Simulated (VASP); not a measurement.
Wanted: the native input for a VASP 6.6.1 run.

- Task: relaxation of cell and atoms
- Functional: LDA
- Potentials or basis: VASP PAW LDA potentials, release 64 (Sn_d, Se)
- Cutoff: 600 eV
- k mesh: 12 × 12 × 6
- Occupations: gaussian, width 0.02 eV
- Spin: no spin polarisation
- Dipole correction: no
- Further INCAR settings: ALGO = Normal; EDIFF = 1e-06; IBRION = 2; EDIFFG = -0.005; NSW = 70; ISIF = 3

The structure of SnSe2 lies in POSCAR:

```
SnSe2
1.0
    3.8388190863      0.0000000000      0.0000000000
   -1.9194095431      3.3245148493      0.0000000000
    0.0000000000      0.0000000000      6.0109858297
Sn Se
1 2
Direct
    0.0000000000      0.0000000000      0.0000000000
    0.3333333333      0.6666666667      0.2651136447
    0.6666666667      0.3333333333      0.7348863553
```

The input as run:

INCAR

```
SYSTEM = SnSe2
PREC = Accurate
ENCUT = 600
EDIFF = 1E-6
ISMEAR = 0
SIGMA = 0.02
LREAL = .FALSE.
LASPH = .TRUE.
NELM = 100
ALGO = Normal
ISIF = 3
LWAVE = .FALSE.
LCHARG = .FALSE.
IBRION = 2
NSW = 70
EDIFFG = -0.005
```

KPOINTS

```
regular mesh
0
G
  12 12 6
  0 0 0
```

Potentials or basis: VASP PAW LDA potentials, release 64 (Sn_d, Se).

The run is started by

```sh
$ cat potpaw_LDA.64/Sn_d/POTCAR potpaw_LDA.64/Se/POTCAR > POTCAR
$ mpirun -np 1 vasp_std > vasp.out
```

It gave:

The relaxed volume is 24.63 Å³/atom and the relaxed cell is a = 3.803 Å, b = 3.803 Å, c = 5.899 Å, α = 90.00°, β = 90.00°, γ = 120.00°. The space group after relaxing (to 0.05 Å) is P-3m1 (No. 164) and the energy gained by relaxing is 5.4 meV/atom. The ionic steps are 15, the pressure after relaxing is 0.0 GPa and the band gap on the k mesh is 0.18 eV, indirect (least direct gap 0.69 eV).

Caveat: spin-orbit coupling is left out, which moves the levels of the heavy elements.

Wall time 8.3 min on 1 thread of AMD EPYC 9R45 96-Core Processor (Zen 5), with other jobs on the host, peak memory 0.28 GiB.
